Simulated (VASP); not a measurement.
# CaH (Fmmm) in VASP: density of states with PBE

Aim: the density of states of CaH with PBE.

Program: VASP 6.6.1. These are calculated values, not measurements. Logs are shortened: lines on timing, memory, paths and dates and some standing lists are left out, and cuts for length are marked.

**1. The cell of the first run**

The structure is orthorhombic, space group Fmmm (No. 69). The conventional cell has a = 5.110 Å, b = 5.435 Å, c = 5.801 Å, α = 90.00°, β = 90.00°, γ = 90.00°. Within 3.4 Å of H (site symmetry mmm) lie 6 Ca at 2.56 to 2.90 Å. Ca (site symmetry mmm) has 6 H at 2.56 to 2.90 Å within 3.4 Å.

**2. Density of states, PBE**

The input, POSCAR:

```
CaH
1.0
   -2.5550420000      2.7175900000      0.0000000000
    2.5550420000      0.0000000000      2.9004560000
    2.5550420000      2.7175900000      0.0000000000
H Ca
1 1
Direct
    0.0000000000      0.0000000000      0.0000000000
    0.5000000000      0.0000000000      0.5000000000
```

The input, INCAR.step1:

```
SYSTEM = CaH
PREC     = Accurate       ! precision mode
ENCUT    = 520            ! plane-wave cutoff, eV
EDIFF    = 1E-6           ! SCF threshold, eV
ISMEAR   = 0              ! smearing method
SIGMA    = 0.0381         ! smearing width, eV
LREAL    = .FALSE.        ! projectors in reciprocal space
LASPH    = .TRUE.         ! aspherical terms in the spheres
NELM     = 100            ! most SCF steps
ALGO     = Normal         ! electronic algorithm
ISIF     = 2              ! what is computed and relaxed
LWAVE    = .FALSE.        ! write WAVECAR
LCHARG   = .TRUE.         ! write CHGCAR
GGA      = PE             ! functional
NBANDS   = 12             ! bands
```

The input, KPOINTS.step1:

```
Automatic mesh
0
G
  11 11 11
  0 0 0
```

The input, INCAR.step2:

```
SYSTEM = CaH
PREC     = Accurate       ! precision mode
ENCUT    = 520            ! plane-wave cutoff, eV
EDIFF    = 1E-6           ! SCF threshold, eV
ISMEAR   = -5             ! smearing method
SIGMA    = 0.0381         ! smearing width, eV
LREAL    = .FALSE.        ! projectors in reciprocal space
LASPH    = .TRUE.         ! aspherical terms in the spheres
NELM     = 100            ! most SCF steps
ALGO     = Normal         ! electronic algorithm
ISIF     = 2              ! what is computed and relaxed
LWAVE    = .FALSE.        ! write WAVECAR
LCHARG   = .FALSE.        ! write CHGCAR
GGA      = PE             ! functional
LORBIT   = 11             ! projections on sites
NEDOS    = 2001           ! points of the DOS
ICHARG   = 11             ! starting density
```

The input, KPOINTS.step2:

```
Automatic mesh
0
G
  17 17 17
  0 0 0
```

Potentials or basis: VASP PAW PBE potentials, release 64 (H, Ca_sv).

The run is started by

```sh
$ cat potpaw_PBE.64/H/POTCAR potpaw_PBE.64/Ca_sv/POTCAR > POTCAR
$ cp INCAR.step1 INCAR
$ cp KPOINTS.step1 KPOINTS
$ mpirun -np 1 vasp_std > vasp.out
$ cp INCAR.step2 INCAR
$ cp KPOINTS.step2 KPOINTS
$ mpirun -np 1 vasp_std > vasp.out
```

OUTCAR:

```text
SYSTEM = CaH
   PREC = Accurate
   ENCUT = 520
   EDIFF = 1E-6
   ISMEAR = -5
   LREAL = .FALSE.
   LASPH = .TRUE.
   NELM = 100
   ISIF = 2
   GGA = PE
   LORBIT = 11
   ICHARG = 11

 ion  position               nearest neighbor table
   1  0.000  0.000  0.000-
   2  0.500  0.000  0.500-

  LATTYP: Found a face centered orthorhombic cell.
 ALAT       =     5.1100840000
 B/A-ratio  =     1.0636185237
 C/A-ratio  =     1.1351891671

  Lattice vectors:

 A1 = (   0.0000000000,   2.7175900000,   2.9004560000)
 A2 = (   2.5550420000,   0.0000000000,   2.9004560000)
 A3 = (   2.5550420000,   2.7175900000,   0.0000000000)

Analysis of symmetry for initial positions (statically):
=====================================================================
 Subroutine PRICEL returns:
 Original cell was already a primitive cell.

 Routine SETGRP: Setting up the symmetry group for a
 face centered orthorhombic supercell.

 Subroutine GETGRP returns: Found  8 space group operations
 (whereof  8 operations were pure point group operations)
 out of a pool of  8 trial point group operations.

The static configuration has the point symmetry D_2h.

Analysis of symmetry for dynamics (positions and initial velocities):
=====================================================================
 Subroutine PRICEL returns:
 Original cell was already a primitive cell.

 Routine SETGRP: Setting up the symmetry group for a
 face centered orthorhombic supercell.

 Subroutine GETGRP returns: Found  8 space group operations
 (whereof  8 operations were pure point group operations)
 out of a pool of  8 trial point group operations.

The dynamic configuration has the point symmetry D_2h.

 Subroutine INISYM returns: Found  8 space group operations
 (whereof  8 operations are pure point group operations),
 and found     1 'primitive' translations

----------------------------------------------------------------------------------------

                                     Primitive cell

  volume of cell :      40.2790

  direct lattice vectors                    reciprocal lattice vectors
    -2.555042000  2.717590000  0.000000000    -0.195691499  0.183986547  0.172386687
[... 95 lines left out ...]
   ISYM   =      2    0-nonsym 1-usesym 2-fastsym
   POTIM  = 0.5000    time-step for ionic-motion
   TEBEG  =    0.0;   TEEND  =   0.0 temperature during run
   PSTRESS=    0.0 pullay stress
   NELECT =      11.0000    total number of electrons
   NUPDOWN=      -1.0000    fix difference up-down
   EMIN   =  10.00;   EMAX   =-10.00  energy-range for DOS
   EFERMI =   0.00;   METHOD = LEGACY
   ISMEAR =    -5;   SIGMA  =   0.04  broadening in eV -4-tet -1-fermi 0-gaus
   EFERMI_NEDOS =   21; number of points for ismear=-14 and -15
   IALGO  =     38    algorithm
   IMIX   =      4    mixing-type and parameters
     AMIX     =   0.40;   BMIX     =  1.00
     AMIX_MAG =   1.60;   BMIX_MAG =  1.00
  volume/ion in A,a.u.               =      20.14       135.91
  Fermi-wavevector in a.u.,A,eV,Ry     =   1.062135  2.007144 15.349145  1.128130
  Thomas-Fermi vector in A             =   2.197575
   LORBIT       =     11    0 simple, 1 ext, 2 COOP (PROOUT), +10 PAW based schemes
   GGA     = PE    functional components
   LHFCALC =     F    Hartree Fock is set to
   AEXX    =    0.0000 exact exchange contribution
   IVDW    =     0    specifies the selected vdW correction
   LEPSILON=     F    determine dielectric tensor
   LRPA    =     F    only Hartree local field effects (RPA)
 non-spin polarized calculation
 Fermi weights with tetrahedron method with Bloechl corrections
  energy-cutoff  :      520.00
  volume of cell :       40.28
 maximum number of plane-waves:      1104

 number of electron      10.9999998 magnetization

 Free energy of the ion-electron system (eV)
  ---------------------------------------------------
  ext. energy  EPLUGINS =         0.00000000
  ---------------------------------------------------
  free energy    TOTEN  =        -5.58232875 eV

  energy without entropy =       -5.58232875  energy(sigma->0) =       -5.58232875

 E-fermi :   2.6915     XC(G=0):  -8.2965

 val. band max:        2.7522041496   @ k =   0.2941   0.3529  -0.0000
 cond. band min:       2.6835939738   @ k =  -0.4706   0.1765   0.3529
 fundamental gap:     -0.0686101758
 Fermi energy:         2.6914653153

 k-point     1 :       0.0000    0.0000    0.0000
  band No.  band energies     occupation
      1     -39.2308      2.00000
      2     -20.1638      2.00000
      3     -20.1506      2.00000
      4     -20.1501      2.00000
      5      -3.7360      2.00000
      6       4.6821      0.00000
      7       5.0364      0.00000
      8       5.2828      0.00000
      9       5.3672      0.00000
[... 265 lines left out ...]
 k-point    24 :      -0.1765    0.0588    0.0000
  band No.  band energies     occupation
      1     -39.2268      2.00000
      2     -20.1988      2.00000
      3     -20.1593      2.00000
      4     -20.1556      2.00000
      5      -3.3885      2.00000
      6       4.5093      0.00000
      7       4.7823      0.00000
      8       5.3234      0.00000
      9       5.5777      0.00000

 [... further k-points ...]

------------------------ aborting loop because EDIFF is reached ----------------------------------------

  FORCE on cell =-STRESS in cart. coord.  units (eV):
  Direction    XX          YY          ZZ          XY          YZ          ZX
  --------------------------------------------------------------------------------------
  -------------------------------------------------------------------------------------
  Total       -0.9350200     -1.1760113     -0.7963857     -0.0000000      0.0000000      0.0000000
  in kB      -37.1923165    -46.7782343    -31.6778571     -0.0000000      0.0000000      0.0000000
  external PRESSURE =     -38.5494693 kB  Pullay stress =       0.0000000 kB

 VOLUME and BASIS-vectors are now :
 -----------------------------------------------------------------------------
  energy-cutoff  :      520.00
  volume of cell :       40.28
      direct lattice vectors                 reciprocal lattice vectors
    -2.555042000  2.717590000  0.000000000    -0.195691499  0.183986547  0.172386687
     2.555042000  0.000000000  2.900456000     0.000000000  0.000000000  0.344773374
     2.555042000  2.717590000  0.000000000     0.195691499  0.183986547 -0.172386687

 POSITION                                       TOTAL-FORCE (eV/Angst)
 -----------------------------------------------------------------------------------
      0.00000      0.00000      0.00000        -0.000000     -0.000000      0.000000
      0.00000      2.71759      0.00000         0.000000      0.000000      0.000000
 -----------------------------------------------------------------------------------
    total drift:                                0.000000      0.000000      0.000000

  FREE ENERGIE OF THE ION-ELECTRON SYSTEM (eV)
  ---------------------------------------------------
  free  energy   TOTEN  =        -5.5823287460 eV

  energy  without entropy=       -5.5823287460  energy(sigma->0) =       -5.58232875

 total charge

# of ion       s       p       d       tot
------------------------------------------
    1        0.469   0.004   0.000   0.473
    2        2.055   5.826   0.240   8.122
--------------------------------------------------
tot          2.524   5.831   0.240   8.595
```

OUTCAR.step1:

```text
SYSTEM = CaH
   PREC = Accurate
   ENCUT = 520
   EDIFF = 1E-6
   ISMEAR = 0
   LREAL = .FALSE.
   LASPH = .TRUE.
[... 583 lines left out ...]
      0.00000      0.00000      0.00000        -0.000000      0.000000      0.000000
      0.00000      2.71759      0.00000         0.000000     -0.000000      0.000000
 -----------------------------------------------------------------------------------
    total drift:                                0.000000      0.000000     -0.000000

  FREE ENERGIE OF THE ION-ELECTRON SYSTEM (eV)
  ---------------------------------------------------
  free  energy   TOTEN  =        -5.5843789945 eV

  energy  without entropy=       -5.5827585977  energy(sigma->0) =       -5.58356880
```

Run time: 4.3 min. Hardware: 1 thread of Oxide Virtual Turin-like, shared host; peak memory 0.39 GiB.

What came out:

| Quantity | Value |
| --- | --- |
| Valence electrons inside the program's atomic spheres | H 0.47; Ca 8.12 |

Caveat: tetrahedron occupations give inexact forces and stress in metals.
